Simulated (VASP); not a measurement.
# TaN (Imm2) in VASP: single point with PBE

Aim: the single point of TaN with PBE.

All numbers are computed with VASP 6.6.1; they aren't measurements. Logs are shortened: lines on timing, memory, paths and dates and some standing lists are left out, and cuts for length are marked.

**1. The cell of the first run**

Symmetry: Imm2, No. 44, orthorhombic system. Conventional cell: a = 3.082 Å, b = 4.358 Å, c = 3.082 Å, α = 90.00°, β = 90.00°, γ = 90.00°. Ta (site symmetry mm2) has 4 N at 1.79 to 2.27 Å within 2.4 Å. N (site symmetry mm2) has 4 Ta at 1.79 to 2.27 Å within 2.4 Å.

**2. Single point, PBE (atom 2 (N) moved by (-0.450, -0.450) A along y and z)**

INCAR

```
ALGO     = Normal         # electronic algorithm
EDIFF    = 1E-7           # SCF threshold, eV
ENCUT    = 520            # plane-wave cutoff, eV
GGA      = PE             # functional
ISIF     = 2              # what is computed and relaxed
ISMEAR   = 0              # smearing method
LASPH    = True           # aspherical terms in the spheres
LCHARG   = False          # write CHGCAR
LREAL    = False          # projectors in reciprocal space
LWAVE    = False          # write WAVECAR
NBANDS   = 15             # bands
NELM     = 100            # most SCF steps
PREC     = Accurate       # precision mode
SIGMA    = 0.02           # smearing width, eV
```

KPOINTS

```
k-points
0
Gamma
  18 18 18
```

POSCAR

```
TaN
1.0
    0.0000000000      2.1790000000      2.1790000000
    2.1790000000      0.0000000000      2.1790000000
    2.1790000000      2.1790000000      0.0000000000
Ta N
1 1
Direct
    0.5000000000      0.5000000000      0.5000000000
   -0.2065167508      0.0000000000      0.0000000000
```

Potentials or basis: VASP PAW PBE potentials, release 64 (Ta_pv, N).

Launch:

```console
$ cat potpaw_PBE.64/Ta_pv/POTCAR potpaw_PBE.64/N/POTCAR > POTCAR
$ mpirun -np 1 vasp_std > vasp.out
```

OUTCAR:

```text
EDIFF = 1E-7
   ENCUT = 520
   GGA = PE
   ISIF = 2
   ISMEAR = 0
   LASPH = True
   LREAL = False
   NELM = 100
   PREC = Accurate

 ion  position               nearest neighbor table
   1  0.500  0.500  0.500-   2 1.79   2 1.79   2 2.27   2 2.27   2 2.67   2 2.67
   2  0.793  0.000  0.000-   1 1.79   1 1.79   1 2.27   1 2.27   1 2.67   1 2.67

  LATTYP: Found a face centered cubic cell.
 ALAT       =     4.3580000000

  Lattice vectors:

 A1 = (   0.0000000000,   2.1790000000,   2.1790000000)
 A2 = (   2.1790000000,   0.0000000000,   2.1790000000)
 A3 = (   2.1790000000,   2.1790000000,   0.0000000000)

Analysis of symmetry for initial positions (statically):
=====================================================================
 Subroutine PRICEL returns:
 Original cell was already a primitive cell.

 Routine SETGRP: Setting up the symmetry group for a
 face centered cubic supercell.

 Subroutine GETGRP returns: Found  4 space group operations
 (whereof  4 operations were pure point group operations)
 out of a pool of 48 trial point group operations.

The static configuration has the point symmetry C_2v.

Analysis of symmetry for dynamics (positions and initial velocities):
=====================================================================
 Subroutine PRICEL returns:
 Original cell was already a primitive cell.

 Routine SETGRP: Setting up the symmetry group for a
 face centered cubic supercell.

 Subroutine GETGRP returns: Found  4 space group operations
 (whereof  4 operations were pure point group operations)
 out of a pool of 48 trial point group operations.

The dynamic configuration has the point symmetry C_2v.

 Subroutine INISYM returns: Found  4 space group operations
 (whereof  4 operations are pure point group operations),
 and found     1 'primitive' translations

----------------------------------------------------------------------------------------

                                     Primitive cell

  volume of cell :      20.6920

  direct lattice vectors                    reciprocal lattice vectors
     0.000000000  2.179000000  2.179000000    -0.229463056  0.229463056  0.229463056
     2.179000000  0.000000000  2.179000000     0.229463056 -0.229463056  0.229463056
     2.179000000  2.179000000  0.000000000     0.229463056  0.229463056 -0.229463056

  length of vectors
     3.081571352  3.081571352  3.081571352     0.397441672  0.397441672  0.397441672

  position of ions in fractional coordinates (direct lattice)
     0.500000000  0.500000000  0.500000000
     0.793483249  0.000000000  0.000000000

  ion indices of the primitive-cell ions
   primitive index   ion index
                 1           1
                 2           2

----------------------------------------------------------------------------------------

 KPOINTS: k-points

Automatic generation of k-mesh.
 Grid dimensions read from file:
 generate k-points for:   18   18   18

 Generating k-lattice:

  Cartesian coordinates                     Fractional coordinates (reciprocal lattice)
    -0.012747948  0.012747948  0.012747948     0.055555556  0.000000000  0.000000000
     0.012747948 -0.012747948  0.012747948     0.000000000  0.055555556  0.000000000
     0.012747948  0.012747948 -0.012747948     0.000000000  0.000000000  0.055555556

  Length of vectors
     0.022080093  0.022080093  0.022080093

  Shift w.r.t. Gamma in fractional coordinates (k-lattice)
     0.000000000  0.000000000  0.000000000

 Subroutine IBZKPT returns following result:
 ===========================================

 Found    865 irreducible k-points:

 Following reciprocal coordinates:
            Coordinates               Weight
  0.000000  0.000000  0.000000      1.000000
  0.055556  0.000000  0.000000      4.000000
  0.000000  0.055556  0.000000      4.000000
  0.111111  0.000000  0.000000      4.000000
  0.000000  0.111111  0.000000      4.000000
  0.166667  0.000000  0.000000      4.000000
[... 16 lines left out ...]
  0.000000  0.111111  0.055556      4.000000
  0.055556  0.000000  0.111111      8.000000
 [... further k-points ...]
   k-points           NKPTS =    865   k-points in BZ     NKDIM =    865   number of bands    NBANDS=     15
   number of dos      NEDOS =    301   number of ions     NIONS =      2
   total plane-waves  NPLWV =  13824
   dimension x,y,z NGX =    24 NGY =   24 NGZ =   24
   dimension x,y,z NGXF=    48 NGYF=   48 NGZF=   48
   ions per type =               1   1
   NGX,Y,Z   is equivalent  to a cutoff of  12.95, 12.95, 12.95 a.u.
   NGXF,Y,Z  is equivalent  to a cutoff of  25.90, 25.90, 25.90 a.u.
 SYSTEM =  unknown system
   PREC   = accura    normal or accurate (medium, high low for compatibility)
   ISTART =      0    job   : 0-new  1-cont  2-samecut
   ICHARG =      2    charge: 1-file 2-atom 10-const
   ISPIN  =      1    spin polarized calculation?
   LNONCOLLINEAR =      F non collinear calculations
   LSORBIT =      F    spin-orbit coupling
   LASPH  =      T    aspherical Exc in radial PAW
   ENCUT  =  520.0 eV  38.22 Ry    6.18 a.u.   5.73  5.73  5.73*2*pi/ulx,y,z
   NELM   =    100;   NELMIN=  2; NELMDL= -5     # of ELM steps
   EDIFF  = 0.1E-06   stopping-criterion for ELM
   LREAL  =      F    real-space projection
   EDIFFG = 0.1E-05   stopping-criterion for IOM
   NSW    =      0    number of steps for IOM
   IBRION =     -1    ionic relax: 0-MD 1-quasi-New 2-CG
   NFREE  =      0    steps in history (QN), initial steepest desc. (CG)
   ISIF   =      2    stress and relaxation
   ISYM   =      2    0-nonsym 1-usesym 2-fastsym
   POTIM  = 0.5000    time-step for ionic-motion
   TEBEG  =    0.0;   TEEND  =   0.0 temperature during run
   PSTRESS=    0.0 pullay stress
   NELECT =      16.0000    total number of electrons
   NUPDOWN=      -1.0000    fix difference up-down
   EMIN   =  10.00;   EMAX   =-10.00  energy-range for DOS
   EFERMI =   0.00;   METHOD = LEGACY
   ISMEAR =     0;   SIGMA  =   0.02  broadening in eV -4-tet -1-fermi 0-gaus
   EFERMI_NEDOS =   21; number of points for ismear=-14 and -15
   IALGO  =     38    algorithm
   IMIX   =      4    mixing-type and parameters
     AMIX     =   0.40;   BMIX     =  1.00
     AMIX_MAG =   1.60;   BMIX_MAG =  1.00
  volume/ion in A,a.u.               =      10.35        69.82
  Fermi-wavevector in a.u.,A,eV,Ry     =   1.502615  2.839530 30.719922  2.257851
  Thomas-Fermi vector in A             =   2.613832
   LORBIT       =      0    0 simple, 1 ext, 2 COOP (PROOUT), +10 PAW based schemes
   GGA     = PE    functional components
   LHFCALC =     F    Hartree Fock is set to
   AEXX    =    0.0000 exact exchange contribution
   IVDW    =     0    specifies the selected vdW correction
   LEPSILON=     F    determine dielectric tensor
   LRPA    =     F    only Hartree local field effects (RPA)
 non-spin polarized calculation
 Gauss-broadening in eV      SIGMA  =   0.02
  energy-cutoff  :      520.00
  volume of cell :       20.69
 maximum number of plane-waves:       568
   NGX = 11   NGY = 11   NGZ = 11

 number of electron      16.0000000 magnetization

 Free energy of the ion-electron system (eV)
  ---------------------------------------------------
  ext. energy  EPLUGINS =         0.00000000
  ---------------------------------------------------
  free energy    TOTEN  =       -19.23124486 eV

  energy without entropy =      -19.23109010  energy(sigma->0) =      -19.23116748

 E-fermi :   9.5013     XC(G=0): -13.4294

 val. band max:        9.4994720291   @ k =   0.2222   0.3333  -0.0556
 cond. band min:       9.5023412667   @ k =   0.2222   0.2778  -0.0556
 fundamental gap:      0.0028692377
 Fermi energy:         9.5012567677

 k-point     1 :       0.0000    0.0000    0.0000
  band No.  band energies     occupation
      1     -25.8021      2.00000
      2     -25.6016      2.00000
      3     -25.3507      2.00000
      4      -9.3674      2.00000
      5       2.0942      2.00000
      6       3.1567      2.00000
      7       3.2131      2.00000
      8       7.6069      2.00000
      9       9.7285      0.00000
     10      10.1972      0.00000
     11      11.3402      0.00000
     12      15.1566      0.00000
     13      15.2055      0.00000
     14      18.8214      0.00000
     15      22.9409      0.00000

 k-point     2 :       0.0556    0.0000    0.0000
  band No.  band energies     occupation
      1     -25.8055      2.00000
      2     -25.6246      2.00000
      3     -25.3626      2.00000
      4      -9.3034      2.00000
      5       1.9960      2.00000
      6       3.1043      2.00000
      7       3.2125      2.00000
      8       7.6732      2.00000
      9       9.6126      0.00000
     10      10.2363      0.00000
     11      11.4323      0.00000
     12      15.2960      0.00000
     13      15.4166      0.00000
     14      19.1046      0.00000
     15      22.9409      0.00000

 k-point     3 :       0.0000    0.0556    0.0000
  band No.  band energies     occupation
      1     -25.8357      2.00000
      2     -25.6036      2.00000
      3     -25.3625      2.00000
      4      -9.2737      2.00000
      5       2.0812      2.00000
      6       3.0897      2.00000
      7       3.2144      2.00000
      8       7.5877      2.00000
      9       9.5861      0.00000
     10      10.2045      0.00000
     11      11.5507      0.00000
     12      14.6457      0.00000
     13      15.9880      0.00000
     14      19.0374      0.00000
     15      22.9407      0.00000

 k-point     4 :       0.1111    0.0000    0.0000
  band No.  band energies     occupation
      1     -25.8150      2.00000
      2     -25.6962      2.00000
      3     -25.3903      2.00000
      4      -9.1201      2.00000
      5       1.7353      2.00000
      6       2.9547      2.00000
      7       3.1934      2.00000
      8       7.8775      2.00000
      9       9.4193      2.00000
     10      10.1338      0.00000
     11      11.8958      0.00000
     12      15.6913      0.00000
     13      15.9398      0.00000
     14      19.8833      0.00000
     15      22.9405      0.00000
[... 307 lines left out ...]
 k-point    22 :       0.1111    0.0556    0.0000
  band No.  band energies     occupation
      1     -25.8420      2.00000
      2     -25.6751      2.00000
      3     -25.3805      2.00000
      4      -9.1104      2.00000
      5       1.8760      2.00000
      6       2.9174      2.00000
      7       3.1177      2.00000
      8       7.7075      2.00000
      9       9.5738      0.00000
     10      10.4440      0.00000
     11      11.5996      0.00000
     12      15.0565      0.00000
     13      16.4766      0.00000
     14      19.7231      0.00000
     15      22.9404      0.00000

 k-point    23 :       0.0000    0.1111    0.0556
  band No.  band energies     occupation
      1     -25.8595      2.00000
      2     -25.6280      2.00000
      3     -25.4157      2.00000
      4      -9.1130      2.00000
      5       1.7377      2.00000
      6       3.0834      2.00000
      7       3.3596      2.00000
      8       7.7949      2.00000
      9       9.1996      2.00000
     10      10.1069      0.00000
     11      11.9200      0.00000
     12      15.0461      0.00000
     13      16.2965      0.00000
     14      19.7974      0.00000
     15      22.9405      0.00000

 k-point    24 :       0.0556    0.0000    0.1111
  band No.  band energies     occupation
      1     -25.9235      2.00000
      2     -25.6198      2.00000
      3     -25.3798      2.00000
      4      -9.0250      2.00000
      5       2.0935      2.00000
      6       2.9250      2.00000
      7       3.1137      2.00000
      8       7.5063      2.00000
      9       9.3789      2.00000
     10      10.3998      0.00000
     11      11.9037      0.00000
     12      14.4191      0.00000
     13      16.8773      0.00000
     14      19.5548      0.00000
     15      22.9400      0.00000

 [... further k-points ...]

------------------------ aborting loop because EDIFF is reached ----------------------------------------

  FORCE on cell =-STRESS in cart. coord.  units (eV):
  Direction    XX          YY          ZZ          XY          YZ          ZX
  --------------------------------------------------------------------------------------
  -------------------------------------------------------------------------------------
  Total        2.8551261     15.1051059     15.1051059      0.0000000     -6.6703990      0.0000000
  in kB      221.0722311   1169.5873712   1169.5873712      0.0000000   -516.4885632      0.0000000
  external PRESSURE =     853.4156578 kB  Pullay stress =       0.0000000 kB

 VOLUME and BASIS-vectors are now :
 -----------------------------------------------------------------------------
  energy-cutoff  :      520.00
  volume of cell :       20.69
      direct lattice vectors                 reciprocal lattice vectors
     0.000000000  2.179000000  2.179000000    -0.229463056  0.229463056  0.229463056
     2.179000000  0.000000000  2.179000000     0.229463056 -0.229463056  0.229463056
     2.179000000  2.179000000  0.000000000     0.229463056  0.229463056 -0.229463056

 POSITION                                       TOTAL-FORCE (eV/Angst)
 -----------------------------------------------------------------------------------
      2.17900      2.17900      2.17900        -0.000000     -6.229498     -6.229498
      0.00000      1.72900      1.72900         0.000000      6.229498      6.229498
 -----------------------------------------------------------------------------------
    total drift:                                0.000000     -0.000060     -0.000060

  FREE ENERGIE OF THE ION-ELECTRON SYSTEM (eV)
  ---------------------------------------------------
  free  energy   TOTEN  =       -19.2312448646 eV

  energy  without entropy=      -19.2310901000  energy(sigma->0) =      -19.23116748
```

It took 1.7 min on 1 thread of Intel Xeon Platinum 8559C (Emerald Rapids), shared host; peak memory 0.37 GiB.

What came out:

- Free energy: -19.2312 eV
- Pressure: 85.3 GPa
- Largest force: 8.810 eV/Å
- Band gap on the k mesh: zero (bands 8 and 9 overlap by 3.29 eV)

Forces on the atoms (eV/Å):
```
Ta   0.000 -6.229 -6.229
N    0.000  6.229  6.229
```

Stress tensor (GPa, compression positive):
```
 22.11   0.00   0.00
  0.00 116.96 -51.65
  0.00 -51.65 116.96
```

Caveat: the cell differs from its parent crystal (atom 2 (N) moved by (-0.450, -0.450) A along y and z); the stress differs along the axes, from 22 to 117 GPa; spin-orbit coupling is left out, which moves the levels of the heavy elements; forces of over 1 eV/Å act on the atoms, so gaps and moduli don't describe the material at rest.
